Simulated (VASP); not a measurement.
# ZnMo3 (Pm-3m) in VASP: a series of runs

Aim: see how the results for ZnMo3 move with the level of theory and the settings. Levels: PBEsol, RPBE, r2SCAN, PBE. Tasks: single point.

Program: VASP 6.6.1. These are calculated values, not measurements. Logs are shortened: lines on timing, memory, paths and dates and some standing lists are left out, and cuts for length are marked.

## 1. The cell of the first run

Symmetry: Pm-3m, No. 221, cubic system. The conventional cell has a = 3.943 Å, b = 3.943 Å, c = 3.943 Å, α = 90.00°, β = 90.00°, γ = 90.00°. Mo (site symmetry 4/mmm) has 8 Mo at 2.79 Å and 4 Zn at 2.79 Å within 3.7 Å. Within 3.7 Å of Zn (site symmetry m-3m) lie 12 Mo at 2.79 Å.

## 2. Single point, PBEsol

File INCAR:

```
ALGO = Normal
EDIFF = 1E-6
ENCUT = 520
GGA = PS
ISIF = 2
ISMEAR = -1
LASPH = T
LCHARG = F
LREAL = F
LWAVE = F
NBANDS = 35
NELM = 100
PREC = Accurate
SIGMA = 0.05
```

File KPOINTS:

```
k-points
0
Gamma
  4 4 4
```

File POSCAR:

```
ZnMo3
1.0
    3.9431540000      0.0000000000      0.0000000000
    0.0000000000      3.9431540000      0.0000000000
    0.0000000000      0.0000000000      3.9431540000
Mo Zn
3 1
Direct
    0.5000000000      0.5000000000      0.0000000000
    0.5000000000      0.0000000000      0.5000000000
    0.0000000000      0.5000000000      0.5000000000
    0.0000000000      0.0000000000      0.0000000000
```

Potentials or basis: VASP PAW PBE potentials, release 64 (Mo_sv, Zn).

The run is started by

```
$ cat potpaw_PBE.64/Mo_sv/POTCAR potpaw_PBE.64/Zn/POTCAR > POTCAR
$ mpirun -np 1 vasp_std > vasp.out
```

OUTCAR:

```text
EDIFF = 1E-6
   ENCUT = 520
   GGA = PS
   ISIF = 2
   ISMEAR = -1
   LASPH = T
   LREAL = F
   NELM = 100
   PREC = Accurate

 ion  position               nearest neighbor table
   1  0.500  0.500  0.000-   2 2.79   3 2.79   4 2.79   2 2.79   3 2.79   2 2.79   4 2.79   2 2.79
                             3 2.79   4 2.79   3 2.79   4 2.79
   2  0.500  0.000  0.500-   1 2.79   3 2.79   4 2.79   1 2.79   4 2.79   1 2.79   3 2.79   1 2.79
                             3 2.79   4 2.79   4 2.79   3 2.79
   3  0.000  0.500  0.500-   1 2.79   2 2.79   4 2.79   1 2.79   4 2.79   2 2.79   4 2.79   4 2.79
                             1 2.79   2 2.79   1 2.79   2 2.79
   4  0.000  0.000  0.000-   1 2.79   2 2.79   3 2.79   2 2.79   3 2.79   1 2.79   3 2.79   3 2.79
                             1 2.79   2 2.79   2 2.79   1 2.79

  LATTYP: Found a simple cubic cell.
 ALAT       =     3.9431540000

  Lattice vectors:

 A1 = (   3.9431540000,   0.0000000000,   0.0000000000)
 A2 = (   0.0000000000,   3.9431540000,   0.0000000000)
 A3 = (   0.0000000000,   0.0000000000,   3.9431540000)

Analysis of symmetry for initial positions (statically):
=====================================================================
 Subroutine PRICEL returns:
 Original cell was already a primitive cell.

 Routine SETGRP: Setting up the symmetry group for a
 simple cubic supercell.

 Subroutine GETGRP returns: Found 48 space group operations
 (whereof 48 operations were pure point group operations)
 out of a pool of 48 trial point group operations.

The static configuration has the point symmetry O_h .

Analysis of symmetry for dynamics (positions and initial velocities):
=====================================================================
 Subroutine PRICEL returns:
 Original cell was already a primitive cell.

 Routine SETGRP: Setting up the symmetry group for a
 simple cubic supercell.

 Subroutine GETGRP returns: Found 48 space group operations
 (whereof 48 operations were pure point group operations)
 out of a pool of 48 trial point group operations.

The dynamic configuration has the point symmetry O_h .

 Subroutine INISYM returns: Found 48 space group operations
 (whereof 48 operations are pure point group operations),
 and found     1 'primitive' translations

----------------------------------------------------------------------------------------

                                     Primitive cell

  volume of cell :      61.3100

  direct lattice vectors                    reciprocal lattice vectors
     3.943154000  0.000000000  0.000000000     0.253604095  0.000000000  0.000000000
     0.000000000  3.943154000  0.000000000     0.000000000  0.253604095  0.000000000
     0.000000000  0.000000000  3.943154000     0.000000000  0.000000000  0.253604095

  length of vectors
     3.943154000  3.943154000  3.943154000     0.253604095  0.253604095  0.253604095

  position of ions in fractional coordinates (direct lattice)
     0.500000000  0.500000000  0.000000000
     0.500000000  0.000000000  0.500000000
     0.000000000  0.500000000  0.500000000
     0.000000000  0.000000000  0.000000000

  ion indices of the primitive-cell ions
   primitive index   ion index
                 1           1
                 2           2
                 3           3
                 4           4

----------------------------------------------------------------------------------------

 KPOINTS: k-points

Automatic generation of k-mesh.
 Grid dimensions read from file:
 generate k-points for:    4    4    4

 Generating k-lattice:

  Cartesian coordinates                     Fractional coordinates (reciprocal lattice)
     0.063401024  0.000000000  0.000000000     0.250000000  0.000000000  0.000000000
     0.000000000  0.063401024  0.000000000     0.000000000  0.250000000  0.000000000
     0.000000000  0.000000000  0.063401024     0.000000000  0.000000000  0.250000000

  Length of vectors
     0.063401024  0.063401024  0.063401024

  Shift w.r.t. Gamma in fractional coordinates (k-lattice)
     0.000000000  0.000000000  0.000000000

 Subroutine IBZKPT returns following result:
 ===========================================

 Found     10 irreducible k-points:

 Following reciprocal coordinates:
            Coordinates               Weight
  0.000000  0.000000  0.000000      1.000000
  0.250000  0.000000  0.000000      6.000000
  0.500000  0.000000  0.000000      3.000000
  0.250000  0.250000  0.000000     12.000000
  0.500000  0.250000  0.000000     12.000000
  0.500000  0.500000  0.000000      3.000000
  0.250000  0.250000  0.250000      8.000000
  0.500000  0.250000  0.250000     12.000000
  0.500000  0.500000  0.250000      6.000000
  0.500000  0.500000  0.500000      1.000000
   k-points           NKPTS =     10   k-points in BZ     NKDIM =     10   number of bands    NBANDS=     35
   number of dos      NEDOS =    301   number of ions     NIONS =      4
   total plane-waves  NPLWV =  27000
   dimension x,y,z NGX =    30 NGY =   30 NGZ =   30
   dimension x,y,z NGXF=    60 NGYF=   60 NGZF=   60
   ions per type =               3   1
   NGX,Y,Z   is equivalent  to a cutoff of  12.65, 12.65, 12.65 a.u.
   NGXF,Y,Z  is equivalent  to a cutoff of  25.30, 25.30, 25.30 a.u.
 SYSTEM =  unknown system
   PREC   = accura    normal or accurate (medium, high low for compatibility)
   ISTART =      0    job   : 0-new  1-cont  2-samecut
   ICHARG =      2    charge: 1-file 2-atom 10-const
   ISPIN  =      1    spin polarized calculation?
   LNONCOLLINEAR =      F non collinear calculations
   LSORBIT =      F    spin-orbit coupling
   LASPH  =      T    aspherical Exc in radial PAW
   ENCUT  =  520.0 eV  38.22 Ry    6.18 a.u.   7.33  7.33  7.33*2*pi/ulx,y,z
   NELM   =    100;   NELMIN=  2; NELMDL= -5     # of ELM steps
   EDIFF  = 0.1E-05   stopping-criterion for ELM
   LREAL  =      F    real-space projection
   EDIFFG = 0.1E-04   stopping-criterion for IOM
   NSW    =      0    number of steps for IOM
   IBRION =     -1    ionic relax: 0-MD 1-quasi-New 2-CG
   NFREE  =      0    steps in history (QN), initial steepest desc. (CG)
   ISIF   =      2    stress and relaxation
   ISYM   =      2    0-nonsym 1-usesym 2-fastsym
   POTIM  = 0.5000    time-step for ionic-motion
   TEBEG  =    0.0;   TEEND  =   0.0 temperature during run
   PSTRESS=    0.0 pullay stress
   NELECT =      54.0000    total number of electrons
   NUPDOWN=      -1.0000    fix difference up-down
   EMIN   =  10.00;   EMAX   =-10.00  energy-range for DOS
   EFERMI =   0.00;   METHOD = LEGACY
   ISMEAR =    -1;   SIGMA  =   0.05  broadening in eV -4-tet -1-fermi 0-gaus
   EFERMI_NEDOS =   21; number of points for ismear=-14 and -15
   IALGO  =     38    algorithm
   IMIX   =      4    mixing-type and parameters
     AMIX     =   0.40;   BMIX     =  1.00
     AMIX_MAG =   1.60;   BMIX_MAG =  1.00
  volume/ion in A,a.u.               =      15.33       103.44
  Fermi-wavevector in a.u.,A,eV,Ry     =   1.569263  2.965477 33.505513  2.462586
  Thomas-Fermi vector in A             =   2.671171
   LORBIT       =      0    0 simple, 1 ext, 2 COOP (PROOUT), +10 PAW based schemes
   GGA     = PS    functional components
   LHFCALC =     F    Hartree Fock is set to
   AEXX    =    0.0000 exact exchange contribution
   IVDW    =     0    specifies the selected vdW correction
   LEPSILON=     F    determine dielectric tensor
   LRPA    =     F    only Hartree local field effects (RPA)
 non-spin polarized calculation
  energy-cutoff  :      520.00
  volume of cell :       61.31
 maximum number of plane-waves:      1671
 NGX is ok and might be reduce to    30
   NGX = 15   NGY = 15   NGZ = 15

 number of electron      54.0000015 magnetization

 Free energy of the ion-electron system (eV)
  ---------------------------------------------------
  ext. energy  EPLUGINS =         0.00000000
  ---------------------------------------------------
  free energy    TOTEN  =       -36.17778278 eV

  energy without entropy =      -36.15465177  energy(sigma->0) =      -36.16621728

 E-fermi :   9.9131     XC(G=0): -13.1792

 val. band max:        9.8159791161   @ k =   0.2500   0.2500   0.0000
 cond. band min:       9.9327293981   @ k =   0.5000   0.2500   0.0000
 fundamental gap:      0.1167502820
 Fermi energy:         9.9131390027

 k-point     1 :       0.0000    0.0000    0.0000
  band No.  band energies     occupation
      1     -50.8771      2.00000
      2     -50.6108      2.00000
      3     -50.6108      2.00000
      4     -25.3521      2.00000
      5     -25.3521      2.00000
      6     -25.3521      2.00000
[... 27 lines left out ...]
     34      14.6767      0.00000
     35      14.6767      0.00000

 k-point     2 :       0.2500    0.0000    0.0000
  band No.  band energies     occupation
      1     -50.8434      2.00000
      2     -50.6449      2.00000
      3     -50.6104      2.00000
      4     -25.2743      2.00000
      5     -25.2743      2.00000
      6     -25.2273      2.00000
[... 27 lines left out ...]
     34      14.6799      0.00000
     35      15.5453      0.00000

 k-point     3 :       0.5000    0.0000    0.0000
  band No.  band energies     occupation
      1     -50.7887      2.00000
      2     -50.7000      2.00000
      3     -50.6100      2.00000
      4     -25.1660      2.00000
      5     -25.1660      2.00000
      6     -24.9673      2.00000
[... 27 lines left out ...]
     34      14.6830      0.00000
     35      16.6169      0.00000
[... 191 lines left out ...]
 k-point     9 :       0.5000    0.5000    0.2500
  band No.  band energies     occupation
      1     -50.6984      2.00000
      2     -50.6983      2.00000
      3     -50.6983      2.00000
      4     -25.4980      2.00000
      5     -25.3010      2.00000
      6     -25.1707      2.00000
[... 27 lines left out ...]
     34      13.0417      0.00000
     35      14.7524      0.00000

 k-point    10 :       0.5000    0.5000    0.5000
  band No.  band energies     occupation
      1     -50.6977      2.00000
      2     -50.6977      2.00000
      3     -50.6977      2.00000
      4     -25.6563      2.00000
      5     -25.2981      2.00000
      6     -25.2981      2.00000
[... 27 lines left out ...]
     34      14.0280      0.00000
     35      14.0280      0.00000

------------------------ aborting loop because EDIFF is reached ----------------------------------------

  FORCE on cell =-STRESS in cart. coord.  units (eV):
  Direction    XX          YY          ZZ          XY          YZ          ZX
  --------------------------------------------------------------------------------------
  -------------------------------------------------------------------------------------
  Total       -3.1715183     -3.1715183     -3.1715183      0.0000000      0.0000000     -0.0000000
  in kB      -82.8793975    -82.8793975    -82.8793975      0.0000000      0.0000000     -0.0000000
  external PRESSURE =     -82.8793975 kB  Pullay stress =       0.0000000 kB

 VOLUME and BASIS-vectors are now :
 -----------------------------------------------------------------------------
  energy-cutoff  :      520.00
  volume of cell :       61.31
      direct lattice vectors                 reciprocal lattice vectors
     3.943154000  0.000000000  0.000000000     0.253604095  0.000000000  0.000000000
     0.000000000  3.943154000  0.000000000     0.000000000  0.253604095  0.000000000
     0.000000000  0.000000000  3.943154000     0.000000000  0.000000000  0.253604095

 POSITION                                       TOTAL-FORCE (eV/Angst)
 -----------------------------------------------------------------------------------
      1.97158      1.97158      0.00000         0.000000      0.000000      0.000000
      1.97158      0.00000      1.97158         0.000000      0.000000      0.000000
      0.00000      1.97158      1.97158         0.000000      0.000000      0.000000
      0.00000      0.00000      0.00000         0.000000      0.000000      0.000000
 -----------------------------------------------------------------------------------
    total drift:                                0.000000      0.000000     -0.000000

  FREE ENERGIE OF THE ION-ELECTRON SYSTEM (eV)
  ---------------------------------------------------
  free  energy   TOTEN  =       -36.1777827825 eV

  energy  without entropy=      -36.1546517687  energy(sigma->0) =      -36.16621728
```

It took 55 s on 1 thread of AMD EPYC 7R13, shared host; peak memory 0.14 GiB.

What came out:

```yaml
Free_energy: -36.1778 eV
Pressure: -8.3 GPa
Band_gap_on_the_k_mesh: zero (band 27 reaches 10.99 eV, above the bottom of band 28 at 9.39 eV)
```

Levels at points of the mesh, in eV from the Fermi level:
```
           k point  band 25  band 26  band 27  band 28  band 29  band 30
(0.00, 0.00, 0.00)     1.08     1.08     1.08     2.21     2.21     2.21
(0.50, 0.00, 0.00)    -0.63    -0.63    -0.21     0.23     0.51     1.06
(0.50, 0.50, 0.00)    -1.99    -0.50    -0.50     0.47     0.47     0.50
(0.50, 0.50, 0.50)    -0.19    -0.19    -0.19     0.91     0.91     0.91
```

Caveat: the k points lie up to 0.40 Å⁻¹ apart; the PAW data sets were made with another functional, which shifts forces and pressure a little.

## 3. Single point, RPBE

File INCAR:

```
ALGO = Normal
EDIFF = 1E-6
ENCUT = 520
GGA = RP
ISIF = 2
ISMEAR = -1
LASPH = T
LCHARG = F
LREAL = F
LWAVE = F
NBANDS = 35
NELM = 80
PREC = Accurate
SIGMA = 0.05
```

KPOINTS is that of step 2.

POSCAR is that of step 2.

Potentials or basis: VASP PAW PBE potentials, release 64 (Mo_sv, Zn).

The run is started by

```
$ cat potpaw_PBE.64/Mo_sv/POTCAR potpaw_PBE.64/Zn/POTCAR > POTCAR
$ mpirun -np 1 vasp_std > vasp.out
```

OUTCAR:

```text
EDIFF = 1E-6
   ENCUT = 520
   GGA = RP
   ISIF = 2
   ISMEAR = -1
   LASPH = T
   LREAL = F
   NELM = 80
   PREC = Accurate

 ion  position               nearest neighbor table
   1  0.500  0.500  0.000-   2 2.79   3 2.79   4 2.79   2 2.79   3 2.79   2 2.79   4 2.79   2 2.79
                             3 2.79   4 2.79   3 2.79   4 2.79
   2  0.500  0.000  0.500-   1 2.79   3 2.79   4 2.79   1 2.79   4 2.79   1 2.79   3 2.79   1 2.79
                             3 2.79   4 2.79   4 2.79   3 2.79
   3  0.000  0.500  0.500-   1 2.79   2 2.79   4 2.79   1 2.79   4 2.79   2 2.79   4 2.79   4 2.79
                             1 2.79   2 2.79   1 2.79   2 2.79
   4  0.000  0.000  0.000-   1 2.79   2 2.79   3 2.79   2 2.79   3 2.79   1 2.79   3 2.79   3 2.79
                             1 2.79   2 2.79   2 2.79   1 2.79

  LATTYP: Found a simple cubic cell.
 ALAT       =     3.9431540000

  Lattice vectors:

 A1 = (   3.9431540000,   0.0000000000,   0.0000000000)
 A2 = (   0.0000000000,   3.9431540000,   0.0000000000)
 A3 = (   0.0000000000,   0.0000000000,   3.9431540000)

Analysis of symmetry for initial positions (statically):
[... 163 lines left out ...]

 val. band max:       10.0522824735   @ k =   0.2500   0.2500   0.0000
 cond. band min:      10.1802969621   @ k =   0.5000   0.2500   0.0000
 fundamental gap:      0.1280144886
 Fermi energy:        10.1569414406

 k-point     1 :       0.0000    0.0000    0.0000
  band No.  band energies     occupation
      1     -50.7545      2.00000
      2     -50.4902      2.00000
      3     -50.4902      2.00000
      4     -25.2007      2.00000
      5     -25.2007      2.00000
      6     -25.2007      2.00000
[... 369 lines left out ...]
     34      14.2047      0.00000
     35      14.2047      0.00000

------------------------ aborting loop because EDIFF is reached ----------------------------------------

  FORCE on cell =-STRESS in cart. coord.  units (eV):
  Direction    XX          YY          ZZ          XY          YZ          ZX
  --------------------------------------------------------------------------------------
  -------------------------------------------------------------------------------------
  Total        1.0536316      1.0536316      1.0536316      0.0000000     -0.0000000      0.0000000
  in kB       27.5339267     27.5339267     27.5339267      0.0000000     -0.0000000      0.0000000
  external PRESSURE =      27.5339267 kB  Pullay stress =       0.0000000 kB

 VOLUME and BASIS-vectors are now :
 -----------------------------------------------------------------------------
  energy-cutoff  :      520.00
  volume of cell :       61.31
      direct lattice vectors                 reciprocal lattice vectors
     3.943154000  0.000000000  0.000000000     0.253604095  0.000000000  0.000000000
     0.000000000  3.943154000  0.000000000     0.000000000  0.253604095  0.000000000
     0.000000000  0.000000000  3.943154000     0.000000000  0.000000000  0.253604095

 POSITION                                       TOTAL-FORCE (eV/Angst)
 -----------------------------------------------------------------------------------
      1.97158      1.97158      0.00000         0.000000      0.000000      0.000000
      1.97158      0.00000      1.97158         0.000000      0.000000      0.000000
      0.00000      1.97158      1.97158         0.000000      0.000000      0.000000
      0.00000      0.00000      0.00000         0.000000      0.000000      0.000000
 -----------------------------------------------------------------------------------
    total drift:                                0.000000      0.000000     -0.000000

  FREE ENERGIE OF THE ION-ELECTRON SYSTEM (eV)
  ---------------------------------------------------
  free  energy   TOTEN  =       -31.0694212602 eV

  energy  without entropy=      -31.0471094118  energy(sigma->0) =      -31.05826534
```

OSZICAR:

```text
N       E                     dE             d eps       ncg     rms          rms(c)
DAV:   1     0.702809607591E+03    0.70281E+03   -0.31392E+04   708   0.192E+03
DAV:   2     0.869738350418E+01   -0.69411E+03   -0.67897E+03   738   0.549E+02
DAV:   3    -0.318684308060E+02   -0.40566E+02   -0.38512E+02   791   0.137E+02
DAV:   4    -0.329081921994E+02   -0.10398E+01   -0.10202E+01   812   0.193E+01
DAV:   5    -0.329205153816E+02   -0.12323E-01   -0.12317E-01   790   0.233E+00    0.219E+01
DAV:   6    -0.312610340182E+02    0.16595E+01   -0.47616E+00   815   0.244E+01    0.730E+00
DAV:   7    -0.310971138924E+02    0.16392E+00   -0.11333E+00   877   0.898E+00    0.167E+00
DAV:   8    -0.310735121481E+02    0.23602E-01   -0.10762E-01   825   0.416E+00    0.124E+00
DAV:   9    -0.310698021472E+02    0.37100E-02   -0.23743E-02   770   0.113E+00    0.157E-01
DAV:  10    -0.310695641392E+02    0.23801E-03   -0.58911E-03   856   0.620E-01    0.185E-01
DAV:  11    -0.310694239666E+02    0.14017E-03   -0.11695E-03   851   0.337E-01    0.235E-02
DAV:  12    -0.310694263764E+02   -0.24098E-05   -0.29220E-05   774   0.388E-02    0.208E-02
DAV:  13    -0.310694214083E+02    0.49681E-05   -0.15131E-05   848   0.343E-02    0.199E-03
DAV:  14    -0.310694212602E+02    0.14809E-06   -0.43599E-07   386   0.453E-03
   1 F= -.31069421E+02 E0= -.31058265E+02  d E =-.223118E-01
```

stdout:

```text
POSCAR found type information on POSCAR MoZn
 POSCAR found :  2 types and       4 ions
 scaLAPACK will be used
 -----------------------------------------------------------------------------
|                                                                             |
|                                                                             |
|     You enforced a specific xc type in the INCAR file but a different       |
|     I HOPE YOU KNOW WHAT YOU ARE DOING!                                     |
|                                                                             |
 -----------------------------------------------------------------------------

 LDA part: xc-table for (Slater+PW92), standard interpolation
 POSCAR, INCAR and KPOINTS ok, starting setup
 FFT: planning ... GRIDC
 FFT: planning ... GRID_SOFT
 FFT: planning ... GRID
 WAVECAR not read
 entering main loop
```

Wall time 59 s (1 thread of AMD EPYC 7R13, shared host); peak memory 0.14 GiB.

Results:

- Free energy: -31.0694 eV
- Pressure: 2.8 GPa
- Band gap on the k mesh: zero (band 27 reaches 11.23 eV, above the bottom of band 28 at 9.63 eV)

Caveat: the k points lie up to 0.40 Å⁻¹ apart; the PAW data sets were made with another functional, which shifts forces and pressure a little.

(Continued in part 2 of 2.)
